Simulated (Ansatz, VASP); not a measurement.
Cr3GeSe in VASP and in Ansatz

INCAR

```
ALGO = Normal
EDIFF = 1E-7
ENCUT = 520
GGA = PE
ISIF = 2
ISMEAR = 1
LASPH = T
LCHARG = T
LELF = T
LREAL = F
LVHAR = T
LWAVE = F
NBANDS = 67
NELM = 100
PREC = Accurate
SIGMA = 0.0201
```

KPOINTS

```
k-points
0
Gamma
  3 3 4
```

The input POSCAR:

```
Cr3GeSe
1.0
    5.8983140000      0.0000000000      0.0000000000
    0.0000000000      5.8983140000      0.0000000000
    0.0000000000      0.0000000000      4.4026120000
Cr Ge Se
6 2 2
Direct
    0.2041000000      0.7041000000      0.0655000000
    0.7041000000      0.7959000000      0.9345000000
    0.7959000000      0.2959000000      0.0655000000
    0.2959000000      0.2041000000      0.9345000000
    0.0000000000      0.0000000000      0.5000000000
    0.5000000000      0.5000000000      0.5000000000
    0.0000000000      0.5000000000      0.5480000000
    0.5000000000      0.0000000000      0.4520000000
    0.0000000000      0.0000000000      0.0000000000
    0.5000000000      0.5000000000      0.0000000000
```

Input for Ansatz:

```yaml
crystal:
  lattice:
    - [5.898314, 0.0, 0.0]
    - [0.0, 5.898314, 0.0]
    - [0.0, 0.0, 4.402612]
  atoms:
    - { symbol: Cr, position: [0.2041, 0.7041, 0.0655] }
    - { symbol: Cr, position: [0.7041, 0.7959, 0.9345] }
    - { symbol: Cr, position: [0.7959, 0.2959, 0.0655] }
    - { symbol: Cr, position: [0.2959, 0.2041, 0.9345] }
    - { symbol: Ge, position: [0.0, 0.5, 0.548] }
    - { symbol: Ge, position: [0.5, 0.0, 0.452] }
    - { symbol: Cr, position: [0.0, 0.0, 0.5] }
    - { symbol: Cr, position: [0.5, 0.5, 0.5] }
    - { symbol: Se, position: [0.0, 0.0, 0.0] }
    - { symbol: Se, position: [0.5, 0.5, 0.0] }
  symmetry: { tolerance: 0.0003 }
kpoints:
  mp_grid: { grid: [3, 3, 4], shift: [0, 0, 0] }
magnetization:
  spin_polarized: false
scf:
  occupations: { method: cold, width: 0.0201 }
hamiltonian:
  pseudopotentials: { kind: paw }
  xc: pbe
basis:
  ecutwfc: 420
output:
  forces: true
  stress: true
  eigenvalues: true
```

Alike in both runs: task single point; functional PBE; k mesh 3 × 3 × 4; no spin polarisation.

|  | VASP | Ansatz |
| --- | --- | --- |
| version | VASP 6.6.1 | Ansatz 0.2.0 |
| potentials or method | VASP PAW PBE potentials, release 64 (Cr_pv, Ge_d, Se), cutoff 520 eV | PAW plane waves |
| occupations | methfessel-paxton of order 1, width 0.0201 eV | cold, width 0.0201 eV |
| valence electrons in the cell | 112 | 144 |

Ansatz gave:

- gap on the k mesh at the Fermi level (eV): none
- pressure (GPa): 6.7
- rms of the force components (eV/Å): 0.764

What did VASP give for the same quantities?

gap on the k mesh at the Fermi level (eV): none; pressure (GPa): 6.9; rms of the force components (eV/Å): 0.765.

A gap of «none» marks a metal or a gap that the smearing closes. VASP's potentials hold 112 valence electrons a cell and Ansatz's 144, so a difference there can come from the potentials and not from the codes.
